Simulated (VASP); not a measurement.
# Ag (Fm-3m) in VASP: further runs

Ag is run at these levels: PBE; tasks: single point.

Everything below comes from runs of VASP 6.6.1. Logs are shortened: lines on timing, memory, paths and dates and some standing lists are left out, and cuts for length are marked.

### 1 The cell of the first run

Symmetry: Fm-3m, No. 225, cubic system. Conventional cell: a = 4.147 Å, b = 4.147 Å, c = 4.147 Å, α = 90.00°, β = 90.00°, γ = 90.00°. Ag (site symmetry m-3m) has 12 Ag at 2.93 Å within 3.9 Å.

### 2 Single point, PBE

INCAR

```
SYSTEM = Ag
PREC     = Accurate       ! precision mode
ENCUT    = 520            ! plane-wave cutoff, eV
EDIFF    = 1E-7           ! SCF threshold, eV
ISMEAR   = -1             ! smearing method
SIGMA    = 0.2            ! smearing width, eV
LREAL    = .FALSE.        ! projectors in reciprocal space
LASPH    = .TRUE.         ! aspherical terms in the spheres
NELM     = 80             ! most SCF steps
ALGO     = Normal         ! electronic algorithm
ISIF     = 2              ! what is computed and relaxed
LWAVE    = .FALSE.        ! write WAVECAR
LCHARG   = .TRUE.         ! write CHGCAR
GGA      = PE             ! functional
LELF     = .TRUE.         ! ELF
LVHAR    = .TRUE.       
NBANDS   = 12             ! bands
```

KPOINTS

```
Automatic mesh
0
G
  13 13 13
  0 0 0
```

POSCAR

```
Ag
1.0
    0.0000000000      2.0734381516      2.0734381516
    2.0734381516      0.0000000000      2.0734381516
    2.0734381516      2.0734381516      0.0000000000
Ag
1
Direct
    0.0000000000      0.0000000000      0.0000000000
```

Potentials or basis: VASP PAW PBE potentials, release 64 (Ag).

On the command line:

```bash
$ cat potpaw_PBE.64/Ag/POTCAR > POTCAR
$ mpirun -np 1 vasp_std > vasp.out
```

OUTCAR:

```text
SYSTEM = Ag
   PREC = Accurate
   ENCUT = 520
   EDIFF = 1E-7
   ISMEAR = -1
   LREAL = .FALSE.
   LASPH = .TRUE.
   NELM = 80
   ISIF = 2
   GGA = PE

 ion  position               nearest neighbor table
   1  0.000  0.000  0.000-

  LATTYP: Found a face centered cubic cell.
 ALAT       =     4.1468763032

  Lattice vectors:

 A1 = (   0.0000000000,   2.0734381516,   2.0734381516)
 A2 = (   2.0734381516,   0.0000000000,   2.0734381516)
 A3 = (   2.0734381516,   2.0734381516,   0.0000000000)

Analysis of symmetry for initial positions (statically):
=====================================================================
 Subroutine PRICEL returns:
 Original cell was already a primitive cell.

 Routine SETGRP: Setting up the symmetry group for a
 face centered cubic supercell.

 Subroutine GETGRP returns: Found 48 space group operations
[... 9 lines left out ...]

 Routine SETGRP: Setting up the symmetry group for a
 face centered cubic supercell.

 Subroutine GETGRP returns: Found 48 space group operations
[... 11 lines left out ...]
                                     Primitive cell

  volume of cell :      17.8280

  direct lattice vectors                    reciprocal lattice vectors
     0.000000000  2.073438152  2.073438152    -0.241145365  0.241145365  0.241145365
     2.073438152  0.000000000  2.073438152     0.241145365 -0.241145365  0.241145365
     2.073438152  2.073438152  0.000000000     0.241145365  0.241145365 -0.241145365

  length of vectors
     2.932284355  2.932284355  2.932284355     0.417676024  0.417676024  0.417676024

  position of ions in fractional coordinates (direct lattice)
     0.000000000  0.000000000  0.000000000

  ion indices of the primitive-cell ions
   primitive index   ion index
                 1           1

----------------------------------------------------------------------------------------

 KPOINTS: Automatic mesh

Automatic generation of k-mesh.
 Grid dimensions read from file:
 generate k-points for:   13   13   13

 Generating k-lattice:

  Cartesian coordinates                     Fractional coordinates (reciprocal lattice)
    -0.018549643  0.018549643  0.018549643     0.076923077  0.000000000  0.000000000
     0.018549643 -0.018549643  0.018549643     0.000000000  0.076923077  0.000000000
     0.018549643  0.018549643 -0.018549643     0.000000000  0.000000000  0.076923077

  Length of vectors
     0.032128925  0.032128925  0.032128925

  Shift w.r.t. Gamma in fractional coordinates (k-lattice)
     0.000000000  0.000000000  0.000000000

 Subroutine IBZKPT returns following result:
 ===========================================

 Found     84 irreducible k-points:

 Following reciprocal coordinates:
            Coordinates               Weight
  0.000000  0.000000  0.000000      1.000000
  0.076923  0.000000  0.000000      8.000000
  0.153846  0.000000  0.000000      8.000000
  0.230769  0.000000  0.000000      8.000000
  0.307692  0.000000  0.000000      8.000000
  0.384615  0.000000  0.000000      8.000000
[... 16 lines left out ...]
  0.384615  0.153846  0.000000     24.000000
  0.461538  0.153846  0.000000     24.000000
 [... further k-points ...]
   k-points           NKPTS =     84   k-points in BZ     NKDIM =     84   number of bands    NBANDS=     12
   number of dos      NEDOS =    301   number of ions     NIONS =      1
   total plane-waves  NPLWV =  13824
   dimension x,y,z NGX =    24 NGY =   24 NGZ =   24
   dimension x,y,z NGXF=    48 NGYF=   48 NGZF=   48
   ions per type =               1
   NGX,Y,Z   is equivalent  to a cutoff of  13.61, 13.61, 13.61 a.u.
   NGXF,Y,Z  is equivalent  to a cutoff of  27.21, 27.21, 27.21 a.u.
 SYSTEM =  Ag
   PREC   = accura    normal or accurate (medium, high low for compatibility)
   ISTART =      0    job   : 0-new  1-cont  2-samecut
   ICHARG =      2    charge: 1-file 2-atom 10-const
   ISPIN  =      1    spin polarized calculation?
   LNONCOLLINEAR =      F non collinear calculations
   LSORBIT =      F    spin-orbit coupling
   LASPH  =      T    aspherical Exc in radial PAW
   ENCUT  =  520.0 eV  38.22 Ry    6.18 a.u.   5.45  5.45  5.45*2*pi/ulx,y,z
   NELM   =     80;   NELMIN=  2; NELMDL= -5     # of ELM steps
   EDIFF  = 0.1E-06   stopping-criterion for ELM
   LREAL  =      F    real-space projection
   EDIFFG = 0.1E-05   stopping-criterion for IOM
   NSW    =      0    number of steps for IOM
   IBRION =     -1    ionic relax: 0-MD 1-quasi-New 2-CG
   NFREE  =      0    steps in history (QN), initial steepest desc. (CG)
   ISIF   =      2    stress and relaxation
   ISYM   =      2    0-nonsym 1-usesym 2-fastsym
   POTIM  = 0.5000    time-step for ionic-motion
   TEBEG  =    0.0;   TEEND  =   0.0 temperature during run
   PSTRESS=    0.0 pullay stress
   NELECT =      11.0000    total number of electrons
   NUPDOWN=      -1.0000    fix difference up-down
   EMIN   =  10.00;   EMAX   =-10.00  energy-range for DOS
   EFERMI =   0.00;   METHOD = LEGACY
   ISMEAR =    -1;   SIGMA  =   0.20  broadening in eV -4-tet -1-fermi 0-gaus
   EFERMI_NEDOS =   21; number of points for ismear=-14 and -15
   IALGO  =     38    algorithm
   IMIX   =      4    mixing-type and parameters
     AMIX     =   0.40;   BMIX     =  1.00
     AMIX_MAG =   1.60;   BMIX_MAG =  1.00
  volume/ion in A,a.u.               =      17.83       120.31
  Fermi-wavevector in a.u.,A,eV,Ry     =   1.393706  2.633723 26.428197  1.942418
  Thomas-Fermi vector in A             =   2.517327
   LORBIT       =      0    0 simple, 1 ext, 2 COOP (PROOUT), +10 PAW based schemes
   GGA     = PE    functional components
   LHFCALC =     F    Hartree Fock is set to
   AEXX    =    0.0000 exact exchange contribution
   IVDW    =     0    specifies the selected vdW correction
   LEPSILON=     F    determine dielectric tensor
   LRPA    =     F    only Hartree local field effects (RPA)
 non-spin polarized calculation
  energy-cutoff  :      520.00
  volume of cell :       17.83
 maximum number of plane-waves:       531
 NGX is ok and might be reduce to    24
   NGX = 11   NGY = 11   NGZ = 11

 number of electron      11.0000000 magnetization

 Free energy of the ion-electron system (eV)
  ---------------------------------------------------
  ext. energy  EPLUGINS =         0.00000000
  ---------------------------------------------------
  free energy    TOTEN  =        -2.73556476 eV

  energy without entropy =       -2.69933058  energy(sigma->0) =       -2.71744767

 E-fermi :   7.9132     XC(G=0): -11.9460

 val. band max:        7.7655370403   @ k =   0.4615   0.2308   0.0000
 cond. band min:       7.9585012584   @ k =  -0.4615   0.0769   0.0000
 fundamental gap:      0.1929642181
 Fermi energy:         7.9132481793

 k-point     1 :       0.0000    0.0000    0.0000
  band No.  band energies     occupation
      1       0.3796      2.00000
      2       3.1727      2.00000
      3       3.1727      2.00000
      4       3.1727      2.00000
      5       4.1272      2.00000
      6       4.1272      2.00000
      7      23.7463      0.00000
      8      27.0607      0.00000
      9      27.0607      0.00000
     10      27.0607      0.00000
     11      31.7630      0.00000
     12      32.6248      0.00000

 k-point     2 :       0.0769    0.0000    0.0000
  band No.  band energies     occupation
      1       0.5571      2.00000
      2       3.1355      2.00000
      3       3.2194      2.00000
      4       3.2194      2.00000
      5       4.1105      2.00000
      6       4.1105      2.00000
      7      23.7152      0.00000
      8      25.6595      0.00000
      9      27.1060      0.00000
     10      27.1060      0.00000
     11      31.4885      0.00000
     12      32.4473      0.00000

 k-point     3 :       0.1538    0.0000    0.0000
  band No.  band energies     occupation
      1       1.0461      2.00000
      2       3.0819      2.00000
      3       3.3209      2.00000
      4       3.3209      2.00000
      5       4.0984      2.00000
      6       4.0984      2.00000
      7      22.2176      0.00000
      8      24.5946      0.00000
      9      27.1626      0.00000
     10      27.1626      0.00000
     11      30.3867      0.00000
     12      31.7667      0.00000

 k-point     4 :       0.2308    0.0000    0.0000
  band No.  band energies     occupation
      1       1.6132      2.00000
      2       3.2786      2.00000
      3       3.3661      2.00000
      4       3.3661      2.00000
      5       4.1957      2.00000
      6       4.1957      2.00000
      7      19.3677      0.00000
      8      24.3757      0.00000
      9      27.0055      0.00000
     10      27.0055      0.00000
     11      30.1364      0.00000
     12      30.8382      0.00000

 k-point     5 :       0.3077    0.0000    0.0000
  band No.  band energies     occupation
      1       1.8167      2.00000
      2       3.3072      2.00000
      3       3.3072      2.00000
      4       4.1921      2.00000
      5       4.4292      2.00000
      6       4.4292      2.00000
      7      16.4502      0.00000
      8      23.8629      0.00000
      9      26.4551      0.00000
     10      26.4551      0.00000
     11      30.2648      0.00000
     12      30.2648      0.00000

 k-point     6 :       0.3846    0.0000    0.0000
  band No.  band energies     occupation
      1       1.7686      2.00000
      2       3.2186      2.00000
      3       3.2186      2.00000
      4       4.6825      2.00000
      5       4.6825      2.00000
      6       5.6825      1.99997
      7      13.7277      0.00000
      8      23.3272      0.00000
      9      25.7529      0.00000
     10      25.7529      0.00000
     11      30.0827      0.00000
     12      30.0827      0.00000

 k-point     7 :       0.4615    0.0000    0.0000
  band No.  band energies     occupation
      1       1.7082      2.00000
      2       3.1615      2.00000
      3       3.1615      2.00000
      4       4.8413      2.00000
      5       4.8413      2.00000
      6       7.2211      1.93909
      7      11.5879      0.00000
      8      23.0155      0.00000
      9      25.2989      0.00000
     10      25.2989      0.00000
     11      30.0518      0.00000
     12      30.0518      0.00000

 k-point     8 :       0.0769    0.0769    0.0000
  band No.  band energies     occupation
      1       0.6166      2.00000
      2       3.0842      2.00000
      3       3.2562      2.00000
      4       3.2562      2.00000
      5       4.0406      2.00000
      6       4.1656      2.00000
      7      23.8008      0.00000
      8      26.2146      0.00000
      9      26.3986      0.00000
     10      26.3986      0.00000
     11      32.3862      0.00000
     12      32.3862      0.00000
[... 166 lines left out ...]
 k-point    20 :       0.1538    0.1538    0.0000
  band No.  band energies     occupation
      1       1.2729      2.00000
      2       2.8457      2.00000
      3       3.4987      2.00000
      4       3.4987      2.00000
      5       3.8546      2.00000
      6       4.2732      2.00000
      7      23.9406      0.00000
      8      24.6730      0.00000
      9      24.6730      0.00000
     10      24.9316      0.00000
     11      29.7498      0.00000
     12      32.7911      0.00000

 k-point    21 :       0.2308    0.1538    0.0000
  band No.  band energies     occupation
      1       1.7559      2.00000
      2       2.7192      2.00000
      3       3.5282      2.00000
      4       3.6363      2.00000
      5       4.0129      2.00000
      6       4.3671      2.00000
      7      21.7802      0.00000
      8      23.7797      0.00000
      9      24.1360      0.00000
     10      25.6963      0.00000
     11      28.2447      0.00000
     12      32.8300      0.00000

 k-point    22 :       0.3077    0.1538    0.0000
  band No.  band energies     occupation
      1       2.1257      2.00000
      2       2.8113      2.00000
      3       3.3657      2.00000
      4       3.6670      2.00000
      5       4.5510      2.00000
      6       4.7057      2.00000
      7      18.8176      0.00000
      8      23.1356      0.00000
      9      23.6720      0.00000
     10      25.3055      0.00000
     11      29.0613      0.00000
     12      32.5797      0.00000

 k-point    23 :       0.3846    0.1538    0.0000
  band No.  band energies     occupation
      1       2.1169      2.00000
      2       3.0784      2.00000
      3       3.3754      2.00000
      4       3.6028      2.00000
      5       4.7634      2.00000
      6       5.8843      1.99992
      7      15.9252      0.00000
      8      22.7894      0.00000
      9      22.7982      0.00000
     10      24.5273      0.00000
     11      31.2492      0.00000
     12      32.3671      0.00000

 k-point    24 :       0.4615    0.1538    0.0000
  band No.  band energies     occupation
      1       2.0504      2.00000
      2       2.9983      2.00000
      3       3.5164      2.00000
      4       3.7527      2.00000
      5       4.8838      2.00000
      6       7.4767      1.79739
      7      13.2802      0.00000
      8      21.7967      0.00000
      9      22.8590      0.00000
     10      24.0285      0.00000
     11      32.1652      0.00000
     12      32.1795      0.00000

 [... further k-points ...]

------------------------ aborting loop because EDIFF is reached ----------------------------------------

  FORCE on cell =-STRESS in cart. coord.  units (eV):
  Direction    XX          YY          ZZ          XY          YZ          ZX
  --------------------------------------------------------------------------------------
  -------------------------------------------------------------------------------------
  Total        0.0000730      0.0000730      0.0000730      0.0000000      0.0000000     -0.0000000
  in kB        0.0065633      0.0065633      0.0065633      0.0000000      0.0000000     -0.0000000
  external PRESSURE =       0.0065633 kB  Pullay stress =       0.0000000 kB

 VOLUME and BASIS-vectors are now :
 -----------------------------------------------------------------------------
  energy-cutoff  :      520.00
  volume of cell :       17.83
      direct lattice vectors                 reciprocal lattice vectors
     0.000000000  2.073438152  2.073438152    -0.241145365  0.241145365  0.241145365
     2.073438152  0.000000000  2.073438152     0.241145365 -0.241145365  0.241145365
     2.073438152  2.073438152  0.000000000     0.241145365  0.241145365 -0.241145365

 POSITION                                       TOTAL-FORCE (eV/Angst)
 -----------------------------------------------------------------------------------
      0.00000      0.00000      0.00000        -0.000000     -0.000000      0.000000
 -----------------------------------------------------------------------------------
    total drift:                               -0.000000      0.000000      0.000000

  FREE ENERGIE OF THE ION-ELECTRON SYSTEM (eV)
  ---------------------------------------------------
  free  energy   TOTEN  =        -2.7355647622 eV

  energy  without entropy=       -2.6993305787  energy(sigma->0) =       -2.71744767
```

Wall time 18 s (1 thread of Intel Xeon 8259CL, shared host); peak memory 0.15 GiB.

What came out:

- Free energy: -2.7356 eV
- Pressure: 0.0 GPa

### 3 Single point, PBE

INCAR

```
PREC     = Accurate       # precision mode
ENCUT    = 520            # plane-wave cutoff, eV
EDIFF    = 1E-6           # SCF threshold, eV
ISMEAR   = -1             # smearing method
SIGMA    = 0.3            # smearing width, eV
LREAL    = False          # projectors in reciprocal space
LASPH    = True           # aspherical terms in the spheres
NELM     = 100            # most SCF steps
ALGO     = Normal         # electronic algorithm
ISIF     = 2              # what is computed and relaxed
LWAVE    = False          # write WAVECAR
LCHARG   = False          # write CHGCAR
GGA      = PE             # functional
NBANDS   = 12             # bands
```

KPOINTS

```
regular mesh
0
Gamma
  13 13 13
```

POSCAR is that of step 2.

Potentials or basis: VASP PAW PBE potentials, release 64 (Ag).

On the command line:

```bash
$ cat potpaw_PBE.64/Ag/POTCAR > POTCAR
$ mpirun -np 1 vasp_std > vasp.out
```

It took 25 s on 1 thread of Intel Xeon 8259CL, shared host; peak memory 0.15 GiB.

It converged, with:

```yaml
Free_energy: -2.7577 eV
Pressure: 0.1 GPa
```

Levels at points of the mesh, in eV from the Fermi level:
| k point | band 3 | band 4 | band 5 | band 6 | band 7 | band 8 | band 9 | band 10 |
| --- | --- | --- | --- | --- | --- | --- | --- | --- |
| (0.00, 0.00, 0.00) | -4.70 | -4.70 | -3.75 | -3.75 | 15.87 | 19.18 | 19.18 | 19.18 |

### 4 Single point, PBE

INCAR

```
ALGO     = Normal         # electronic algorithm
EDIFF    = 1E-6           # SCF threshold, eV
ENCUT    = 520            # plane-wave cutoff, eV
GGA      = PE             # functional
ISIF     = 2              # what is computed and relaxed
ISMEAR   = -1             # smearing method
LASPH    = T              # aspherical terms in the spheres
LCHARG   = F              # write CHGCAR
LREAL    = F              # projectors in reciprocal space
LWAVE    = F              # write WAVECAR
NBANDS   = 12             # bands
NELM     = 60             # most SCF steps
PREC     = Accurate       # precision mode
SIGMA    = 0.6            # smearing width, eV
```

KPOINTS

```
k-points
0
Gamma
  13 13 13
```

POSCAR is that of step 3.

On the command line:

```bash
$ cat potpaw_PBE.64/Ag/POTCAR > POTCAR
$ mpirun -np 1 vasp_std > vasp.out
```

It took 18 s on 1 thread of Intel Xeon 8259CL, shared host; peak memory 0.15 GiB.

The run converged. Its results:

* Free energy: -2.8830 eV
* Pressure: 0.9 GPa

Levels at points of the mesh, in eV from the Fermi level:
| k point | band 3 | band 4 | band 5 | band 6 | band 7 | band 8 | band 9 | band 10 |
| --- | --- | --- | --- | --- | --- | --- | --- | --- |
| (0.00, 0.00, 0.00) | -4.74 | -4.74 | -3.79 | -3.79 | 15.86 | 19.18 | 19.18 | 19.18 |

### 5 Summary

```csv
smearing,gap on the mesh (eV),pressure (GPa)
fermi-dirac 0.2 eV,none,0.0
fermi-dirac 0.3 eV,none,0.1
fermi-dirac 0.6 eV,none,0.9
```

Alike in all rows: task single point; level PBE; potentials or basis VASP PAW PBE potentials, release 64 (Ag); no spin polarisation; cell as given; k mesh 13 × 13 × 13; cutoff (eV) 520.

Every run on the cell as given and a fine mesh finds a metal.

Total energies depend on the potentials used, so only differences within one code and one set of settings carry meaning.
